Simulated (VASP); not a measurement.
Set up this calculation in VASP 6.6.1, as the native input.

| Property | Result |
| --- | --- |
| Task | single point |
| Functional | HSE06 |
| Potentials or basis | VASP PAW PBE potentials, release 64 (Be, S) |
| Cutoff | 520 eV |
| k mesh | 4 × 4 × 4 |
| Occupations | gaussian, width 0.01 eV |
| Spin | no spin polarisation |
| Dipole correction | no |
| Grid for exact exchange (PRECFOCK) | Normal |
| Further INCAR settings | ALGO = Normal; EDIFF = 1e-06; NBANDS = 11 |
| Screening parameter | 0.2079 1/Å |

Crystal: BeS.

```
Be S
1.0
     0.00000    2.31730    2.31730
     2.31730    0.00000    2.31730
     2.31730    2.31730    0.00000
Be S
1 1
Cartesian
  0.0000 0.0000 0.0000
  2.3173 2.3173 2.3173
```

One way to write it, as run:

POSCAR

```
BeS
1.0
    0.0000000000      2.3172971969      2.3172971969
    2.3172971969      0.0000000000      2.3172971969
    2.3172971969      2.3172971969      0.0000000000
Be S
1 1
Direct
    0.0000000000      0.0000000000      0.0000000000
    0.5000000000      0.5000000000      0.5000000000
```

INCAR.step1

```
SYSTEM = BeS
  ALGO = Normal
  EDIFF = 1E-5
  ENCUT = 520
  GGA = PE
  ISIF = 2
  ISMEAR = 0
  LASPH = .True.
  LCHARG = .False.
  LREAL = .False.
  LWAVE = .True.
  NBANDS = 11
  NELM = 60
  PREC = Accurate
  SIGMA = 0.01
```

INCAR.step2

```
SYSTEM = BeS
  ALGO = Normal
  EDIFF = 1E-6
  ENCUT = 520
  GGA = PE
  HFSCREEN = 0.2079
  ISIF = 2
  ISMEAR = 0
  ISTART = 1
  LASPH = .True.
  LCHARG = .False.
  LHFCALC = .True.
  LREAL = .False.
  LWAVE = .False.
  NBANDS = 11
  NELM = 60
  PREC = Accurate
  PRECFOCK = Normal
  SIGMA = 0.01
```

KPOINTS

```
k-points
0
Gamma
  4 4 4
  0 0 0
```

Potentials or basis: VASP PAW PBE potentials, release 64 (Be, S).

The run is started by

```sh
$ cat potpaw_PBE.64/Be/POTCAR potpaw_PBE.64/S/POTCAR > POTCAR
$ cp INCAR.step1 INCAR
$ mpirun -np 1 vasp_std > vasp.out
$ cp INCAR.step2 INCAR
$ mpirun -np 1 vasp_std > vasp.out
```

It gave:

```yaml
Pressure: -0.7 GPa
Band_gap_on_the_k_mesh: 2.07 eV, indirect (least direct gap 5.21 eV)
```

Caveat: the k points lie up to 0.59 Å⁻¹ apart; the PAW data sets were made with another functional, which shifts forces and pressure a little.

Run time: 3.1 min on 1 thread of Intel Xeon 8259CL (shared host), peak memory 0.23 GiB.
